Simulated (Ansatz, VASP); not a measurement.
**SiO2 in VASP and in Ansatz**

POSCAR

```
SiO2
1.0
    4.9640000000      0.0000000000      0.0000000000
    0.0000000000      4.9640000000      0.0000000000
    0.0000000000      0.0000000000      6.9200000000
Si O
4 8
Direct
    0.3059460568      0.3059460568      0.0000000000
    0.1940539432      0.8059460568      0.2500000000
    0.6940539432      0.6940539432      0.5000000000
    0.8059460568      0.1940539432      0.7500000000
    0.2365625172      0.1180083032      0.1858074220
    0.3819916968      0.7365625172      0.4358074220
    0.7634374828      0.8819916968      0.6858074220
    0.6180083032      0.2634374828      0.9358074220
    0.7365625172      0.3819916968      0.5641925780
    0.8819916968      0.7634374828      0.3141925780
    0.2634374828      0.6180083032      0.0641925780
    0.1180083032      0.2365625172      0.8141925780
```

INCAR.step1

```
PREC = Accurate
ENCUT = 520
ISMEAR = -1
SIGMA = 0.02
LREAL = F
LASPH = T
NELM = 100
NBANDS = 44
GGA = PE
ALGO = Normal
EDIFF = 1E-4
LWAVE = T
LCHARG = F
```

INCAR.step2

```
PREC = Accurate
ENCUT = 520
EDIFF = 1E-8
ISMEAR = -1
SIGMA = 0.02
LREAL = F
LASPH = T
NELM = 100
ALGO = Normal
ISIF = 2
LWAVE = F
LCHARG = F
METAGGA = R2SCAN
LMIXTAU = T
LEFG = T
NBANDS = 44
ISTART = 1
```

The input KPOINTS:

```
Automatic mesh
0
Gamma
  5 5 4
```

Input for Ansatz:

```yaml
crystal:
  lattice:
    - [4.964, 0.0, 0.0]
    - [0.0, 4.964, 0.0]
    - [0.0, 0.0, 6.92]
  atoms:
    - { symbol: Si, position: [0.3059460568, 0.3059460568, 0.0] }
    - { symbol: Si, position: [0.1940539432, 0.8059460568, 0.25] }
    - { symbol: Si, position: [0.6940539432, 0.6940539432, 0.5] }
    - { symbol: Si, position: [0.8059460568, 0.1940539432, 0.75] }
    - { symbol: O, position: [0.2365625172, 0.1180083032, 0.185807422] }
    - { symbol: O, position: [0.3819916968, 0.7365625172, 0.435807422] }
    - { symbol: O, position: [0.7634374828, 0.8819916968, 0.685807422] }
    - { symbol: O, position: [0.6180083032, 0.2634374828, 0.935807422] }
    - { symbol: O, position: [0.7365625172, 0.3819916968, 0.564192578] }
    - { symbol: O, position: [0.8819916968, 0.7634374828, 0.314192578] }
    - { symbol: O, position: [0.2634374828, 0.6180083032, 0.064192578] }
    - { symbol: O, position: [0.1180083032, 0.2365625172, 0.814192578] }
kpoints:
  mp_grid: { grid: [5, 5, 4] }
scf:
  occupations: { method: fermi_dirac, width: 0.02 }
hamiltonian:
  xc: r2scan
  pseudopotentials: { kind: paw, frozen_core: stored }
output:
  forces: true
  stress: true
  populations: true
  efg: { quadrupole_moments_barn: { O: -0.02558 } }
  write_density: true
  write_potential: true
  elf: true
  volumetric_format: npy
```

Alike in both runs: task electric field gradients; functional r2SCAN; k mesh 5 × 5 × 4; occupations fermi-dirac, width 0.02 eV; no spin polarisation.

|  | VASP | Ansatz |
| --- | --- | --- |
| version | VASP 6.6.1 | Ansatz 0.2.0 |
| potentials or method | VASP PAW PBE potentials, release 64 (Si, O) | plane-wave PAW, scalar-relativistic |
| plane-wave cutoff (eV) | 520 | 500 |
| valence electrons in the cell | 64 | 64 |

|  | VASP | Ansatz | Ansatz less VASP |
| --- | --- | --- | --- |
| gap on the k mesh at the Fermi level (eV) | 6.27 | 6.27 | 0.000 |
| pressure (GPa) | -3.3 | -3.7 | -0.44 |
| traceless stress, the component that is largest in VASP (GPa) | -0.49 | -0.47 | +0.022 |
| rms of the force components (eV/Å) | 0.142 | 0.148 | +0.0062 |
| size of Vzz on the site where it differs most (V/Å²) | 88.4 | 96.3 | +7.97 |

VASP's potentials were made for PBE, not for r2SCAN. Atom by atom the forces differ by 0.013 eV/Å (rms over components). With one functional, cell and mesh, what is left measures potentials, basis and numerics.
